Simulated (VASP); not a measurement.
# Cr (Im-3m) in VASP: further runs

Cr is run at these levels: r2SCAN; tasks: single point.

Everything below comes from runs of VASP 6.6.1. Logs are shortened: lines on timing, memory, paths and dates and some standing lists are left out, and cuts for length are marked.

### Step 1. The cell of the first run

Symmetry: Im-3m, No. 229, cubic system. Conventional cell: a = 2.829 Å, b = 2.829 Å, c = 2.829 Å, α = 90.00°, β = 90.00°, γ = 90.00°. Within 3.2 Å of Cr (site symmetry m-3m) lie 14 Cr at 2.45 to 2.83 Å.

### Step 2. Single point, r2SCAN

The input, POSCAR:

```
Cr
1.0
   -1.4146765739      1.4146765739      1.4146765739
    1.4146765739     -1.4146765739      1.4146765739
    1.4146765739      1.4146765739     -1.4146765739
Cr
1
Direct
    0.0000000000      0.0000000000      0.0000000000
```

The input, INCAR.step1:

```
ALGO     = Normal         # electronic algorithm
EDIFF    = 1E-4           # SCF threshold, eV
ENCUT    = 520            # plane-wave cutoff, eV
GGA      = PE             # functional
ISMEAR   = 0              # smearing method
LASPH    = True           # aspherical terms in the spheres
LCHARG   = False          # write CHGCAR
LREAL    = False          # projectors in reciprocal space
LWAVE    = True           # write WAVECAR
NBANDS   = 12             # bands
NELM     = 60             # most SCF steps
PREC     = Accurate       # precision mode
SIGMA    = 0.05           # smearing width, eV
```

The input, INCAR.step2:

```
ALGO     = Normal         # electronic algorithm
EDIFF    = 1E-6           # SCF threshold, eV
ENCUT    = 520            # plane-wave cutoff, eV
ISIF     = 2              # what is computed and relaxed
ISMEAR   = 0              # smearing method
ISTART   = 1            
LASPH    = True           # aspherical terms in the spheres
LCHARG   = False          # write CHGCAR
LMIXTAU  = True         
LREAL    = False          # projectors in reciprocal space
LWAVE    = False          # write WAVECAR
METAGGA  = R2SCAN         # meta-GGA
NBANDS   = 12             # bands
NELM     = 60             # most SCF steps
PREC     = Accurate       # precision mode
SIGMA    = 0.05           # smearing width, eV
```

The input, KPOINTS:

```
k-points
0
Gamma
  22 22 22
```

Potentials or basis: VASP PAW PBE potentials, release 64 (Cr_pv).

The run is started by

```
cat potpaw_PBE.64/Cr_pv/POTCAR > POTCAR
cp INCAR.step1 INCAR
mpirun -np 1 vasp_std > vasp.out
cp INCAR.step2 INCAR
mpirun -np 1 vasp_std > vasp.out
```

OUTCAR:

```text
EDIFF = 1E-6
   ENCUT = 520
   ISIF = 2
   ISMEAR = 0
   ISTART = 1
   LASPH = True
   LREAL = False
   METAGGA = R2SCAN
   NELM = 60
   PREC = Accurate

 ion  position               nearest neighbor table
   1  0.000  0.000  0.000-

  LATTYP: Found a body centered cubic cell.
 ALAT       =     2.8293531478

  Lattice vectors:

 A1 = (  -1.4146765739,   1.4146765739,   1.4146765739)
 A2 = (   1.4146765739,  -1.4146765739,   1.4146765739)
 A3 = (   1.4146765739,   1.4146765739,  -1.4146765739)

Analysis of symmetry for initial positions (statically):
=====================================================================
 Subroutine PRICEL returns:
 Original cell was already a primitive cell.

 Routine SETGRP: Setting up the symmetry group for a
 body centered cubic supercell.

 Subroutine GETGRP returns: Found 48 space group operations
 (whereof 48 operations were pure point group operations)
 out of a pool of 48 trial point group operations.

The static configuration has the point symmetry O_h .

Analysis of symmetry for dynamics (positions and initial velocities):
=====================================================================
 Subroutine PRICEL returns:
 Original cell was already a primitive cell.

 Routine SETGRP: Setting up the symmetry group for a
 body centered cubic supercell.

 Subroutine GETGRP returns: Found 48 space group operations
 (whereof 48 operations were pure point group operations)
 out of a pool of 48 trial point group operations.

The dynamic configuration has the point symmetry O_h .

 Subroutine INISYM returns: Found 48 space group operations
 (whereof 48 operations are pure point group operations),
 and found     1 'primitive' translations

----------------------------------------------------------------------------------------

                                     Primitive cell

  volume of cell :      11.3248

  direct lattice vectors                    reciprocal lattice vectors
    -1.414676574  1.414676574  1.414676574     0.000000000  0.353437676  0.353437676
     1.414676574 -1.414676574  1.414676574     0.353437676  0.000000000  0.353437676
     1.414676574  1.414676574 -1.414676574     0.353437676  0.353437676  0.000000000

  length of vectors
     2.450291702  2.450291702  2.450291702     0.499836354  0.499836354  0.499836354

  position of ions in fractional coordinates (direct lattice)
     0.000000000  0.000000000  0.000000000

  ion indices of the primitive-cell ions
   primitive index   ion index
                 1           1

----------------------------------------------------------------------------------------

 KPOINTS: k-points

Automatic generation of k-mesh.
 Grid dimensions read from file:
 generate k-points for:   22   22   22

 Generating k-lattice:

  Cartesian coordinates                     Fractional coordinates (reciprocal lattice)
     0.000000000  0.016065349  0.016065349     0.045454545  0.000000000  0.000000000
     0.016065349  0.000000000  0.016065349     0.000000000  0.045454545  0.000000000
     0.016065349  0.016065349  0.000000000     0.000000000  0.000000000  0.045454545

  Length of vectors
     0.022719834  0.022719834  0.022719834

  Shift w.r.t. Gamma in fractional coordinates (k-lattice)
     0.000000000  0.000000000  0.000000000

 Subroutine IBZKPT returns following result:
 ===========================================

 Found    328 irreducible k-points:

 Following reciprocal coordinates:
            Coordinates               Weight
  0.000000  0.000000  0.000000      1.000000
  0.045455  0.000000  0.000000     12.000000
  0.090909  0.000000  0.000000     12.000000
  0.136364  0.000000  0.000000     12.000000
  0.181818  0.000000  0.000000     12.000000
  0.227273  0.000000  0.000000     12.000000
[... 16 lines left out ...]
  0.090909  0.090909  0.000000     24.000000
  0.136364  0.090909  0.000000     48.000000
 [... further k-points ...]
   k-points           NKPTS =    328   k-points in BZ     NKDIM =    328   number of bands    NBANDS=     12
   number of dos      NEDOS =    301   number of ions     NIONS =      1
   total plane-waves  NPLWV =   5832
   dimension x,y,z NGX =    18 NGY =   18 NGZ =   18
   dimension x,y,z NGXF=    36 NGYF=   36 NGZF=   36
   ions per type =               1
   NGX,Y,Z   is equivalent  to a cutoff of  12.21, 12.21, 12.21 a.u.
   NGXF,Y,Z  is equivalent  to a cutoff of  24.43, 24.43, 24.43 a.u.
 SYSTEM =  unknown system
   PREC   = accura    normal or accurate (medium, high low for compatibility)
   ISTART =      1    job   : 0-new  1-cont  2-samecut
   ICHARG =      0    charge: 1-file 2-atom 10-const
   ISPIN  =      1    spin polarized calculation?
   LNONCOLLINEAR =      F non collinear calculations
   LSORBIT =      F    spin-orbit coupling
   LASPH  =      T    aspherical Exc in radial PAW
   ENCUT  =  520.0 eV  38.22 Ry    6.18 a.u.   4.56  4.56  4.56*2*pi/ulx,y,z
   NELM   =     60;   NELMIN=  2; NELMDL=  0     # of ELM steps
   EDIFF  = 0.1E-05   stopping-criterion for ELM
   LREAL  =      F    real-space projection
[... 7 lines left out ...]
   TEBEG  =    0.0;   TEEND  =   0.0 temperature during run
   PSTRESS=    0.0 pullay stress
   NELECT =      12.0000    total number of electrons
   NUPDOWN=      -1.0000    fix difference up-down
   EMIN   =  10.00;   EMAX   =-10.00  energy-range for DOS
   EFERMI =   0.00;   METHOD = LEGACY
   ISMEAR =     0;   SIGMA  =   0.05  broadening in eV -4-tet -1-fermi 0-gaus
   EFERMI_NEDOS =   21; number of points for ismear=-14 and -15
   IALGO  =     38    algorithm
   IMIX   =      4    mixing-type and parameters
     AMIX     =   0.40;   BMIX     =  1.00
     AMIX_MAG =   1.60;   BMIX_MAG =  1.00
  volume/ion in A,a.u.               =      11.32        76.42
  Fermi-wavevector in a.u.,A,eV,Ry     =   1.669007  3.153965 37.900164  2.785583
  Thomas-Fermi vector in A             =   2.754755
   LORBIT       =      0    0 simple, 1 ext, 2 COOP (PROOUT), +10 PAW based schemes
   METAGGA = R2SCAN    functional components
   LHFCALC =     F    Hartree Fock is set to
   AEXX    =    0.0000 exact exchange contribution
   IVDW    =     0    specifies the selected vdW correction
   LEPSILON=     F    determine dielectric tensor
   LRPA    =     F    only Hartree local field effects (RPA)
 non-spin polarized calculation
 Gauss-broadening in eV      SIGMA  =   0.05
  energy-cutoff  :      520.00
  volume of cell :       11.32
 maximum number of plane-waves:       321
   NGX =  9   NGY =  9   NGZ =  9

 number of electron      12.0000006 magnetization

 Free energy of the ion-electron system (eV)
  ---------------------------------------------------
  ext. energy  EPLUGINS =         0.00000000
  ---------------------------------------------------
  free energy    TOTEN  =       -14.80587258 eV

  energy without entropy =      -14.80506333  energy(sigma->0) =      -14.80546796

 E-fermi :  11.1805     XC(G=0): -15.1168

 val. band max:       11.1775495057   @ k =  -0.1818   0.1818   0.0455
 cond. band min:      11.1805579309   @ k =  -0.3636   0.4545   0.2727
 fundamental gap:      0.0030084253
 Fermi energy:        11.1805235986

 k-point     1 :       0.0000    0.0000    0.0000
  band No.  band energies     occupation
      1     -33.1086      2.00000
      2     -33.1086      2.00000
      3     -33.1086      2.00000
      4       2.7086      2.00000
      5      10.2104      2.00000
      6      10.2105      2.00000
      7      10.2106      2.00000
      8      12.6374      0.00000
      9      12.6375      0.00000
     10      14.4148      0.00000
     11      34.4561      0.00000
     12      34.4561      0.00000

 k-point     2 :       0.0455    0.0000    0.0000
  band No.  band energies     occupation
      1     -33.1303      2.00000
      2     -33.1151      2.00000
      3     -33.1087      2.00000
      4       2.8056      2.00000
      5      10.1721      2.00000
      6      10.2041      2.00000
      7      10.2759      2.00000
      8      12.5925      0.00000
      9      12.6397      0.00000
     10      14.4145      0.00000
     11      34.2336      0.00000
     12      34.4342      0.00000

 k-point     3 :       0.0909    0.0000    0.0000
  band No.  band energies     occupation
      1     -33.1934      2.00000
      2     -33.1342      2.00000
      3     -33.1091      2.00000
      4       3.0911      2.00000
      5      10.0611      2.00000
      6      10.1783      2.00000
      7      10.4693      2.00000
      8      12.4764      0.00000
      9      12.6474      0.00000
     10      14.4140      0.00000
     11      33.5928      0.00000
     12      34.3196      0.00000
[... 286 lines left out ...]
 k-point    23 :       0.0909    0.0909    0.0000
  band No.  band energies     occupation
      1     -33.3470      2.00000
      2     -33.1628      2.00000
      3     -33.1292      2.00000
      4       3.8139      2.00000
      5       9.8676      2.00000
      6       9.9629      2.00000
      7      11.0096      2.00000
      8      12.2342      0.00000
      9      12.7126      0.00000
     10      14.4126      0.00000
     11      32.2605      0.00000
     12      33.4203      0.00000

 k-point    24 :       0.1364    0.0909    0.0000
  band No.  band energies     occupation
      1     -33.4619      2.00000
      2     -33.1989      2.00000
      3     -33.1356      2.00000
      4       4.3964      2.00000
      5       9.6757      2.00000
      6       9.8227      2.00000
      7      11.4488      0.00000
      8      12.1249      0.00000
      9      12.7706      0.00000
     10      14.4116      0.00000
     11      31.1563      0.00000
     12      32.6022      0.00000

 [... further k-points ...]
[... 5 lines left out ...]
  --------------------------------------------------------------------------------------
  -------------------------------------------------------------------------------------
  Total        0.0401328      0.0401328      0.0401328      0.0000000     -0.0000000     -0.0000000
  in kB        5.6777861      5.6777861      5.6777861      0.0000000     -0.0000000     -0.0000000
  external PRESSURE =       5.6777861 kB  Pullay stress =       0.0000000 kB

 VOLUME and BASIS-vectors are now :
 -----------------------------------------------------------------------------
  energy-cutoff  :      520.00
  volume of cell :       11.32
      direct lattice vectors                 reciprocal lattice vectors
    -1.414676574  1.414676574  1.414676574     0.000000000  0.353437676  0.353437676
     1.414676574 -1.414676574  1.414676574     0.353437676  0.000000000  0.353437676
     1.414676574  1.414676574 -1.414676574     0.353437676  0.353437676  0.000000000

 POSITION                                       TOTAL-FORCE (eV/Angst)
 -----------------------------------------------------------------------------------
      0.00000      0.00000      0.00000         0.000000     -0.000000     -0.000000
 -----------------------------------------------------------------------------------
    total drift:                                0.000000     -0.000000      0.000000

  FREE ENERGIE OF THE ION-ELECTRON SYSTEM (eV)
  ---------------------------------------------------
  free  energy   TOTEN  =       -14.8058725807 eV

  energy  without entropy=      -14.8050633316  energy(sigma->0) =      -14.80546796
```

It took 2.4 min on 1 thread of AMD EPYC 7R43 (Zen 3), shared host; peak memory 0.12 GiB.

Results:

| Item | Value |
| --- | --- |
| Free energy | -14.8059 eV |
| Pressure | 0.6 GPa |
| Band gap on the k mesh | zero (bands 6 and 7 overlap by 3.55 eV) |

Caveat: the PAW data sets were made with another functional, which shifts forces and pressure a little; the run has no spin polarisation, though such a crystal can be magnetic. Spin polarisation is off, so any magnetic state and its effect on volume and gap are missing.

(Continued in part 2 of 2.)

The gap in the log of VASP goes by the Fermi energy; the results here count the filled bands.